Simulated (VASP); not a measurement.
**SrTiO3: G0W0 quasiparticle levels with PBE**

SrTiO3:

```
Sr Ti O
1.0
     3.90500    0.00000    0.00000
     0.00000    3.90500    0.00000
     0.00000    0.00000    3.90500
Sr Ti O
1 1 3
Direct
  0.00000 0.00000 0.00000
  0.50000 0.50000 0.50000
  0.50000 0.50000 0.00000
  0.50000 0.00000 0.50000
  0.00000 0.50000 0.50000
```

* Program: VASP 6.6.1
* Task: G0W0 quasiparticle levels
* Functional: PBE
* Potentials or basis: VASP PAW PBE potentials, release 64 (Sr_sv_GW, Ti_sv_GW, O_GW)
* Cutoff: 500 eV
* k mesh: 2 × 2 × 2
* Occupations: gaussian, width 0.01 eV
* Spin: no spin polarisation
* Dipole correction: no
* GW scheme: G0W0
* GW iterations: 1
* Cutoff of the response function: 113.3
* Frequency points: 48
* Empty bands: 280
* Further INCAR settings: ALGO = EVGW0; EDIFF = 1e-08; NBANDS = 300

* Band gap on the k mesh, mean-field level: 1.49 eV, indirect (least direct gap 1.85 eV)
* Quasiparticle gap: 2.95 eV
* Least direct quasiparticle gap: 3.38 eV

Levels at points of the mesh, in eV from the valence-band top:
```tsv
k point	band 16	band 17	band 18	band 19	band 20	band 21	band 22	band 23	band 24
(0.00, 0.00, 0.00)	-1.19	-1.19	-0.36	-0.36	-0.36	1.49	1.49	1.49	3.91
(0.50, 0.00, 0.00)	-2.44	-2.44	-2.00	-0.74	-0.74	1.64	3.45	3.45	3.92
(0.50, 0.50, 0.00)	-2.93	-1.76	-1.58	-1.58	-0.09	3.45	3.45	3.88	4.93
(0.50, 0.50, 0.50)	-3.81	-3.81	0.00	0.00	0.00	4.10	4.10	4.10	6.89
```

It took 79 s on 1 thread of Intel(R) Xeon(R) 6975P-C (Granite Rapids), on a shared host, peak memory 0.45 GiB.

Caveat: the k points lie up to 0.80 Å⁻¹ apart; bands, screening cutoff and mesh are small and nothing is extrapolated, so the quasiparticle values aren't converged. A k mesh can miss the band edges.
